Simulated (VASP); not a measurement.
# ScAgTe2 (R-3m) in VASP: notebook

ScAgTe2 is run at these levels: r2SCAN; tasks: single point.

Everything below comes from runs of VASP 6.6.1. Logs are shortened: lines on timing, memory, paths and dates and some standing lists are left out, and cuts for length are marked.

## Step 1: The cell of the first run

The structure is trigonal, space group R-3m (No. 166). Conventional cell: a = 4.126 Å, b = 4.126 Å, c = 20.588 Å, α = 90.00°, β = 90.00°, γ = 120.00°. Ag (site symmetry -3m) has 6 Te at 2.98 Å within 3.9 Å. Within 3.8 Å of Sc (site symmetry -3m) lie 6 Te at 2.89 Å. Te (site symmetry 3m) has 3 Sc at 2.89 Å and 3 Ag at 2.98 Å within 3.8 Å.

## Step 2: Single point, r2SCAN (volume changed by -6%)

POSCAR

```
ScAgTe2
1.0
    2.0630150673      1.1910823044      6.8626194362
   -2.0630150673      1.1910823044      6.8626194362
    0.0000000000     -2.3821646089      6.8626194362
Ag Sc Te
1 1 2
Direct
    1.0000000000      0.0000000000      0.0000000000
    0.5000000000      0.5000000000      0.5000000000
    0.2465396917      0.2465396917      0.2465396917
    0.7534603083      0.7534603083      0.7534603083
```

INCAR.step1

```
PREC     = Accurate       # precision mode
ENCUT    = 520            # plane-wave cutoff, eV
ISMEAR   = 0              # smearing method
SIGMA    = 0.01           # smearing width, eV
LREAL    = F              # projectors in reciprocal space
LASPH    = T              # aspherical terms in the spheres
NELM     = 80             # most SCF steps
NBANDS   = 25             # bands
GGA      = PE             # functional
ALGO     = Normal         # electronic algorithm
EDIFF    = 1E-4           # SCF threshold, eV
LWAVE    = T              # write WAVECAR
LCHARG   = F              # write CHGCAR
```

INCAR.step2

```
PREC     = Accurate       # precision mode
ENCUT    = 520            # plane-wave cutoff, eV
EDIFF    = 1E-7           # SCF threshold, eV
ISMEAR   = 0              # smearing method
SIGMA    = 0.01           # smearing width, eV
LREAL    = F              # projectors in reciprocal space
LASPH    = T              # aspherical terms in the spheres
NELM     = 80             # most SCF steps
ALGO     = Normal         # electronic algorithm
ISIF     = 2              # what is computed and relaxed
LWAVE    = F              # write WAVECAR
LCHARG   = F              # write CHGCAR
METAGGA  = R2SCAN         # meta-GGA
LMIXTAU  = T            
NBANDS   = 25             # bands
ISTART   = 1
```

KPOINTS

```
Automatic mesh
0
Gamma
  6 6 6
```

Potentials or basis: VASP PAW PBE potentials, release 64 (Ag, Sc_sv, Te).

The run is started by

```
cat potpaw_PBE.64/Ag/POTCAR potpaw_PBE.64/Sc_sv/POTCAR potpaw_PBE.64/Te/POTCAR > POTCAR
cp INCAR.step1 INCAR
mpirun -np 1 vasp_std > vasp.out
cp INCAR.step2 INCAR
mpirun -np 1 vasp_std > vasp.out
```

OUTCAR:

```text
PREC = Accurate
   ENCUT = 520
   EDIFF = 1E-7
   ISMEAR = 0
   LREAL = F
   LASPH = T
   NELM = 80
   ISIF = 2
   METAGGA = R2SCAN
   ISTART = 1

 ion  position               nearest neighbor table
   1  0.000  0.000  0.000-   4 2.98   3 2.98   4 2.98   4 2.98   3 2.98   3 2.98
   2  0.500  0.500  0.500-   3 2.89   4 2.89   3 2.89   3 2.89   4 2.89   4 2.89
   3  0.247  0.247  0.247-   2 2.89   2 2.89   2 2.89   1 2.98   1 2.98   1 2.98
   4  0.753  0.753  0.753-   2 2.89   2 2.89   2 2.89   1 2.98   1 2.98   1 2.98

  LATTYP: Found a trigonal (rhomboedric) cell.
 ALAT       =     7.2643137150
 COS(alpha) =     0.8386958233

  Lattice vectors:

 A1 = (   2.0630150673,   1.1910823044,   6.8626194362)
 A2 = (  -2.0630150673,   1.1910823044,   6.8626194362)
 A3 = (   0.0000000000,  -2.3821646089,   6.8626194362)

Analysis of symmetry for initial positions (statically):
=====================================================================
 Subroutine PRICEL returns:
 Original cell was already a primitive cell.

 Routine SETGRP: Setting up the symmetry group for a
 trigonal (rhombohedral) supercell.

 Subroutine GETGRP returns: Found 12 space group operations
 (whereof 12 operations were pure point group operations)
 out of a pool of 12 trial point group operations.

The static configuration has the point symmetry D_3d.

Analysis of symmetry for dynamics (positions and initial velocities):
=====================================================================
 Subroutine PRICEL returns:
 Original cell was already a primitive cell.

 Routine SETGRP: Setting up the symmetry group for a
 trigonal (rhombohedral) supercell.

 Subroutine GETGRP returns: Found 12 space group operations
 (whereof 12 operations were pure point group operations)
 out of a pool of 12 trial point group operations.

The dynamic configuration has the point symmetry D_3d.

 Subroutine INISYM returns: Found 12 space group operations
 (whereof 12 operations are pure point group operations),
 and found     1 'primitive' translations

----------------------------------------------------------------------------------------

                                     Primitive cell

  volume of cell :     101.1778

  direct lattice vectors                    reciprocal lattice vectors
     2.063015067  1.191082304  6.862619436     0.242363717  0.139928757  0.048572318
    -2.063015067  1.191082304  6.862619436    -0.242363717  0.139928757  0.048572318
     0.000000000 -2.382164609  6.862619436     0.000000000 -0.279857515  0.048572318

  length of vectors
     7.264313715  7.264313715  7.264313715     0.284041368  0.284041368  0.284041368

  position of ions in fractional coordinates (direct lattice)
     0.000000000  0.000000000  0.000000000
     0.500000000  0.500000000  0.500000000
     0.246539692  0.246539692  0.246539692
     0.753460308  0.753460308  0.753460308

  ion indices of the primitive-cell ions
   primitive index   ion index
                 1           1
                 2           2
                 3           3
                 4           4

----------------------------------------------------------------------------------------

 KPOINTS: Automatic mesh

Automatic generation of k-mesh.
 Grid dimensions read from file:
 generate k-points for:    6    6    6

 Generating k-lattice:

  Cartesian coordinates                     Fractional coordinates (reciprocal lattice)
     0.040393953  0.023321460  0.008095386     0.166666667  0.000000000  0.000000000
    -0.040393953  0.023321460  0.008095386     0.000000000  0.166666667  0.000000000
     0.000000000 -0.046642919  0.008095386     0.000000000  0.000000000  0.166666667

  Length of vectors
     0.047340228  0.047340228  0.047340228

  Shift w.r.t. Gamma in fractional coordinates (k-lattice)
     0.000000000  0.000000000  0.000000000

 Subroutine IBZKPT returns following result:
 ===========================================

 Found     32 irreducible k-points:

 Following reciprocal coordinates:
            Coordinates               Weight
  0.000000  0.000000  0.000000      1.000000
  0.166667  0.000000  0.000000      6.000000
  0.333333 -0.000000 -0.000000      6.000000
  0.500000 -0.000000 -0.000000      3.000000
  0.166667  0.166667  0.000000      6.000000
  0.333333  0.166667 -0.000000     12.000000
[... 16 lines left out ...]
  0.500000  0.500000  0.166667      6.000000
 -0.333333  0.500000  0.166667     12.000000
 [... further k-points ...]
   k-points           NKPTS =     32   k-points in BZ     NKDIM =     32   number of bands    NBANDS=     25
   number of dos      NEDOS =    301   number of ions     NIONS =      4
   total plane-waves  NPLWV = 157464
   dimension x,y,z NGX =    54 NGY =   54 NGZ =   54
   dimension x,y,z NGXF=   108 NGYF=  108 NGZF=  108
   ions per type =               1   1   2
   NGX,Y,Z   is equivalent  to a cutoff of  12.36, 12.36, 12.36 a.u.
   NGXF,Y,Z  is equivalent  to a cutoff of  24.72, 24.72, 24.72 a.u.
 SYSTEM =  unknown system
   PREC   = accura    normal or accurate (medium, high low for compatibility)
   ISTART =      1    job   : 0-new  1-cont  2-samecut
   ICHARG =      0    charge: 1-file 2-atom 10-const
   ISPIN  =      1    spin polarized calculation?
   LNONCOLLINEAR =      F non collinear calculations
   LSORBIT =      F    spin-orbit coupling
   LASPH  =      T    aspherical Exc in radial PAW
   ENCUT  =  520.0 eV  38.22 Ry    6.18 a.u.  13.51 13.51 13.51*2*pi/ulx,y,z
   NELM   =     80;   NELMIN=  2; NELMDL=  0     # of ELM steps
   EDIFF  = 0.1E-06   stopping-criterion for ELM
   LREAL  =      F    real-space projection
   EDIFFG = 0.1E-05   stopping-criterion for IOM
   NSW    =      0    number of steps for IOM
   IBRION =     -1    ionic relax: 0-MD 1-quasi-New 2-CG
   NFREE  =      0    steps in history (QN), initial steepest desc. (CG)
   ISIF   =      2    stress and relaxation
   ISYM   =      2    0-nonsym 1-usesym 2-fastsym
   POTIM  = 0.5000    time-step for ionic-motion
   TEBEG  =    0.0;   TEEND  =   0.0 temperature during run
   PSTRESS=    0.0 pullay stress
   NELECT =      34.0000    total number of electrons
   NUPDOWN=      -1.0000    fix difference up-down
   EMIN   =  10.00;   EMAX   =-10.00  energy-range for DOS
   EFERMI =   0.00;   METHOD = LEGACY
   ISMEAR =     0;   SIGMA  =   0.01  broadening in eV -4-tet -1-fermi 0-gaus
   EFERMI_NEDOS =   21; number of points for ismear=-14 and -15
   IALGO  =     38    algorithm
   IMIX   =      4    mixing-type and parameters
     AMIX     =   0.40;   BMIX     =  1.00
     AMIX_MAG =   1.60;   BMIX_MAG =  1.00
  volume/ion in A,a.u.               =      25.29       170.70
  Fermi-wavevector in a.u.,A,eV,Ry     =   1.138167  2.150824 17.625318  1.295424
  Thomas-Fermi vector in A             =   2.274872
   LORBIT       =      0    0 simple, 1 ext, 2 COOP (PROOUT), +10 PAW based schemes
   METAGGA = R2SCAN    functional components
   LHFCALC =     F    Hartree Fock is set to
   AEXX    =    0.0000 exact exchange contribution
   IVDW    =     0    specifies the selected vdW correction
   LEPSILON=     F    determine dielectric tensor
   LRPA    =     F    only Hartree local field effects (RPA)
 non-spin polarized calculation
 Gauss-broadening in eV      SIGMA  =   0.01
  energy-cutoff  :      520.00
  volume of cell :      101.18
 maximum number of plane-waves:      2761
   NGX = 27   NGY = 27   NGZ = 27

 number of electron      33.9999999 magnetization

 Free energy of the ion-electron system (eV)
  ---------------------------------------------------
  ext. energy  EPLUGINS =         0.00000000
  ---------------------------------------------------
  free energy    TOTEN  =       -86.97353605 eV

  energy without entropy =      -86.97353605  energy(sigma->0) =      -86.97353605

 E-fermi :   6.7038     XC(G=0): -10.5850

 val. band max:        6.6039470679   @ k =   0.5000   0.5000   0.5000
 cond. band min:       7.0631041806   @ k =   0.5000   0.5000  -0.0000
 fundamental gap:      0.4591571128
 Fermi energy:         6.7038151090

 k-point     1 :       0.0000    0.0000    0.0000
  band No.  band energies     occupation
      1     -45.9179      2.00000
      2     -23.5837      2.00000
      3     -23.5603      2.00000
      4     -23.5603      2.00000
      5      -6.1638      2.00000
      6      -4.8773      2.00000
[... 17 lines left out ...]
     24      10.2508      0.00000
     25      12.2146      0.00000

 k-point     2 :       0.1667    0.0000    0.0000
  band No.  band energies     occupation
      1     -45.9174      2.00000
      2     -23.5814      2.00000
      3     -23.5696      2.00000
      4     -23.5623      2.00000
      5      -5.9221      2.00000
      6      -4.8346      2.00000
[... 17 lines left out ...]
     24      11.5696      0.00000
     25      12.8604      0.00000

 k-point     3 :       0.3333   -0.0000   -0.0000
  band No.  band energies     occupation
      1     -45.9163      2.00000
      2     -23.5885      2.00000
      3     -23.5766      2.00000
      4     -23.5664      2.00000
      5      -5.3393      2.00000
      6      -4.7468      2.00000
[... 17 lines left out ...]
     24      11.4743      0.00000
     25      12.5650      0.00000

 k-point     4 :       0.5000   -0.0000   -0.0000
  band No.  band energies     occupation
      1     -45.9158      2.00000
      2     -23.5977      2.00000
      3     -23.5743      2.00000
      4     -23.5684      2.00000
      5      -4.8473      2.00000
      6      -4.8348      2.00000
[... 17 lines left out ...]
     24      11.0435      0.00000
     25      12.4477      0.00000
[... 477 lines left out ...]
 k-point    22 :      -0.1667    0.3333    0.1667
  band No.  band energies     occupation
      1     -45.9158      2.00000
      2     -23.5927      2.00000
      3     -23.5747      2.00000
      4     -23.5730      2.00000
      5      -4.9504      2.00000
      6      -4.7347      2.00000
[... 17 lines left out ...]
     24      11.0274      0.00000
     25      12.8830      0.00000

 k-point    23 :       0.5000    0.5000    0.1667
  band No.  band energies     occupation
      1     -45.9163      2.00000
      2     -23.5885      2.00000
      3     -23.5766      2.00000
      4     -23.5664      2.00000
      5      -5.1530      2.00000
      6      -4.9587      2.00000
[... 17 lines left out ...]
     24      10.9483      0.00000
     25      12.6717      0.00000

 k-point    24 :      -0.3333    0.5000    0.1667
  band No.  band energies     occupation
      1     -45.9158      2.00000
      2     -23.5927      2.00000
      3     -23.5747      2.00000
      4     -23.5730      2.00000
      5      -4.8730      2.00000
      6      -4.8067      2.00000
[... 17 lines left out ...]
     24      11.0470      0.00000
     25      12.4419      0.00000

 [... further k-points ...]
[... 5 lines left out ...]
  --------------------------------------------------------------------------------------
  -------------------------------------------------------------------------------------
  Total        2.7677218      2.7677218      2.6975545      0.0000000     -0.0000000      0.0000000
  in kB       43.8275984     43.8275984     42.7164807      0.0000000     -0.0000000      0.0000000
  external PRESSURE =      43.4572258 kB  Pullay stress =       0.0000000 kB

 VOLUME and BASIS-vectors are now :
 -----------------------------------------------------------------------------
  energy-cutoff  :      520.00
  volume of cell :      101.18
      direct lattice vectors                 reciprocal lattice vectors
     2.063015067  1.191082304  6.862619436     0.242363717  0.139928757  0.048572318
    -2.063015067  1.191082304  6.862619436    -0.242363717  0.139928757  0.048572318
     0.000000000 -2.382164609  6.862619436     0.000000000 -0.279857515  0.048572318

 POSITION                                       TOTAL-FORCE (eV/Angst)
 -----------------------------------------------------------------------------------
      0.00000      0.00000      0.00000         0.000000     -0.000000     -0.000000
      0.00000     -0.00000     10.29393        -0.000000     -0.000000      0.000000
      0.00000     -0.00000      5.07572         0.000000     -0.000000      0.241808
      0.00000     -0.00000     15.51213         0.000000      0.000000     -0.241808
 -----------------------------------------------------------------------------------
    total drift:                               -0.000000     -0.000000      0.000000

  FREE ENERGIE OF THE ION-ELECTRON SYSTEM (eV)
  ---------------------------------------------------
  free  energy   TOTEN  =       -86.9735360463 eV

  energy  without entropy=      -86.9735360463  energy(sigma->0) =      -86.97353605
```

Wall time 9.1 min (1 thread of Intel Xeon 6975P-C (Granite Rapids), shared host); peak memory 0.47 GiB.

Results:

- Free energy: -86.9735 eV
- Pressure: 4.3 GPa
- Largest force: 0.242 eV/Å
- Band gap on the k mesh: 0.46 eV, indirect (least direct gap 1.06 eV)

Forces on the atoms (eV/Å):
```
Ag   0.000  0.000  0.000
Sc   0.000  0.000  0.000
Te   0.000  0.000  0.242
Te   0.000  0.000 -0.242
```

Caveat: the PAW data sets were made with another functional, which shifts forces and pressure a little; spin-orbit coupling is left out, which moves the levels of the heavy elements. A k mesh can miss the band edges.

## Step 3: Single point, r2SCAN (volume changed by -3%)

POSCAR

```
ScAgTe2
1.0
    2.0847326113      1.2036209343      6.9348628445
   -2.0847326113      1.2036209343      6.9348628445
    0.0000000000     -2.4072418686      6.9348628445
Ag Sc Te
1 1 2
Direct
    1.0000000000      0.0000000000      0.0000000000
    0.5000000000      0.5000000000      0.5000000000
    0.2465396917      0.2465396917      0.2465396917
    0.7534603083      0.7534603083      0.7534603083
```

INCAR.step1

```
SYSTEM = ScAgTe2
PREC     = Accurate       ! precision mode
ENCUT    = 520            ! plane-wave cutoff, eV
ISMEAR   = 0              ! smearing method
SIGMA    = 0.01           ! smearing width, eV
LREAL    = .FALSE.        ! projectors in reciprocal space
LASPH    = .TRUE.         ! aspherical terms in the spheres
NELM     = 100            ! most SCF steps
NBANDS   = 25             ! bands
GGA      = PE             ! functional
ALGO     = Normal         ! electronic algorithm
EDIFF    = 1E-4           ! SCF threshold, eV
LWAVE    = .TRUE.         ! write WAVECAR
LCHARG   = .FALSE.        ! write CHGCAR
```

INCAR.step2

```
SYSTEM = ScAgTe2
PREC     = Accurate       ! precision mode
ENCUT    = 520            ! plane-wave cutoff, eV
EDIFF    = 1E-6           ! SCF threshold, eV
ISMEAR   = 0              ! smearing method
SIGMA    = 0.01           ! smearing width, eV
LREAL    = .FALSE.        ! projectors in reciprocal space
LASPH    = .TRUE.         ! aspherical terms in the spheres
NELM     = 100            ! most SCF steps
ALGO     = Normal         ! electronic algorithm
ISIF     = 2              ! what is computed and relaxed
LWAVE    = .FALSE.        ! write WAVECAR
LCHARG   = .FALSE.        ! write CHGCAR
METAGGA  = R2SCAN         ! meta-GGA
LMIXTAU  = .TRUE.       
NBANDS   = 25             ! bands
ISTART   = 1
```

KPOINTS

```
Automatic mesh
0
G
  6 6 6
  0 0 0
```

Potentials or basis: VASP PAW PBE potentials, release 64 (Ag, Sc_sv, Te).

The run is started by

```
cat potpaw_PBE.64/Ag/POTCAR potpaw_PBE.64/Sc_sv/POTCAR potpaw_PBE.64/Te/POTCAR > POTCAR
cp INCAR.step1 INCAR
mpirun -np 1 vasp_std > vasp.out
cp INCAR.step2 INCAR
mpirun -np 1 vasp_std > vasp.out
```

It took 8.4 min on 1 thread of Intel Xeon 6975P-C (Granite Rapids), shared host; peak memory 0.51 GiB.

The run converged. Its results:

```yaml
Free_energy: -87.0382 eV
Pressure: 2.1 GPa
Largest_force: 0.135 eV/Å
Band_gap_on_the_k_mesh: 0.54 eV, indirect (least direct gap 1.11 eV)
```

Forces on the atoms (eV/Å):
```
Ag   0.000  0.000  0.000
Sc   0.000  0.000  0.000
Te   0.000  0.000  0.135
Te   0.000  0.000 -0.135
```

Levels at points of the mesh, in eV from the valence-band top:
```tsv
k point	band 15	band 16	band 17	band 18	band 19	band 20
(0.00, 0.00, 0.00)	-0.73	-0.57	-0.57	1.15	1.15	1.25
(0.50, 0.00, 0.00)	-2.53	-1.62	-1.08	0.78	1.84	2.00
(0.50, 0.50, 0.00)	-2.24	-1.57	-1.14	0.54	1.49	1.89
(0.50, 0.50, 0.50)	-2.22	0.00	0.00	1.11	1.11	1.46
```

Caveat: the PAW data sets were made with another functional, which shifts forces and pressure a little; spin-orbit coupling is left out, which moves the levels of the heavy elements. A k mesh can miss the band edges.

[end of part 1 of 2]
